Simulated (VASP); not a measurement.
Here is a VASP 6.6.1 calculation.

Contents of INCAR:

```
PREC = Accurate
ENCUT = 520
EDIFF = 1E-6
ISMEAR = 0
SIGMA = 0.1
LREAL = False
LASPH = True
NELM = 80
ALGO = Normal
ISIF = 2
LWAVE = False
LCHARG = False
LDIPOL = True
IDIPOL = 3
DIPOL = 0.5 0.5 0.500
GGA = CA
NBANDS = 11
```

The input KPOINTS:

```
Automatic mesh
0
Gamma
  15 15 1
```

File POSCAR:

```
Si
1.0
    3.6460000000      0.0000000000      0.0000000000
   -1.8230000000      3.1575286222      0.0000000000
    0.0000000000      0.0000000000     28.0000000000
Si
2
Direct
    0.3333333333      0.6666666667      0.5127500000
    0.6666666667      0.3333333333      0.4872500000
```

Potentials or basis: VASP PAW LDA potentials, release 64 (Si).

Run with:

```bash
$ cat potpaw_LDA.64/Si/POTCAR > POTCAR
$ mpirun -np 1 vasp_std > vasp.out
```

**Question.** What does it give for the largest force?

**Answer.** 0.341 eV/Å.

**Question.** Estimate the band gap on the k mesh.

**Answer.** Zero (filled and empty bands touch).

Forces on the atoms (eV/Å):
```
Si   0.000  0.000 -0.341
Si   0.000  0.000  0.341
```
